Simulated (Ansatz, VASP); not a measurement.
# PtSe2 in VASP and in Ansatz

File INCAR:

```
SYSTEM = PtSe2
  PREC = Accurate
  ENCUT = 520
  EDIFF = 1E-8
  ISMEAR = -5
  SIGMA = 0.1
  LREAL = .False.
  LASPH = .True.
  NELM = 60
  ALGO = Normal
  ISIF = 2
  LWAVE = .False.
  LCHARG = .False.
  GGA = PE
  LEFG = .True.
  NBANDS = 18
```

File KPOINTS:

```
regular mesh
0
Gamma
  10 10 7
  0 0 0
```

POSCAR

```
PtSe2
1.0
    3.7240006046      0.0000000000      0.0000000000
   -1.8620003023      3.2250791273      0.0000000000
    0.0000000000      0.0000000000      5.0620000000
Pt Se
1 2
Direct
    0.0000000000      0.0000000000      0.0000000000
    0.3333333333      0.6666666667      0.2500000000
    0.6666666667      0.3333333333      0.7500000000
```

Input for Ansatz:

```yaml
crystal:
  lattice:
    - [3.7240006046, 0.0, 0.0]
    - [-1.8620003023, 3.2250791273, 0.0]
    - [0.0, 0.0, 5.062]
  atoms:
    - { symbol: Pt, position: [0.0, 0.0, 0.0] }
    - { symbol: Se, position: [0.3333333333, 0.6666666667, 0.25] }
    - { symbol: Se, position: [0.6666666667, 0.3333333333, 0.75] }
kpoints:
  mp_grid: { grid: [10, 10, 7] }
  band_path:
    path:
      - [0.0, 0.0, 0.0]
      - [0.5, 0.0, 0.0]
      - [0.3333333333, 0.3333333333, 0.0]
      - [0.0, 0.0, 0.0]
      - [0.0, 0.0, 0.5]
      - [0.5, 0.0, 0.5]
      - [0.3333333333, 0.3333333333, 0.5]
      - [0.0, 0.0, 0.5]
      - [0.5, 0.0, 0.5]
    npoints: 8
scf:
  occupations: { method: tetrahedron }
hamiltonian:
  xc: pbe
  pseudopotentials: { kind: all_electron, datasets: crystal }
output:
  forces: true
  stress: true
  eigenvalues: true
  efg: { contact_densities: true }
```

Alike in both runs: task electric field gradients; functional PBE; k mesh 10 × 10 × 7; occupations tetrahedron; no spin polarisation.

|  | VASP | Ansatz |
| --- | --- | --- |
| version | VASP 6.6.1 | Ansatz 0.2.0 |
| potentials or method | VASP PAW PBE potentials, release 64 (Pt, Se), cutoff 520 eV | all-electron PAW with datasets made for the crystal, scalar-relativistic |

Ansatz gave:

```
gap on the k mesh at the Fermi level (eV)                     : none
pressure (GPa)                                                : 7.3
traceless stress, the component that is largest in VASP (GPa) : -1.18
rms of the force components (eV/Å)                            : 0.259
```

Task: Which values does VASP return?

Result: gap on the k mesh at the Fermi level (eV): none; pressure (GPa): 7.3; traceless stress, the component that is largest in VASP (GPa): -1.19; rms of the force components (eV/Å): 0.261.

Atom by atom the forces differ by 0.003 eV/Å (rms over components). A gap of «none» marks a metal or a gap that the smearing closes. Ansatz ran all-electron here, and VASP with PAW potentials. Ansatz's warnings: tetrahedron derivatives may miss energy slope.

Spin-orbit coupling is off throughout.
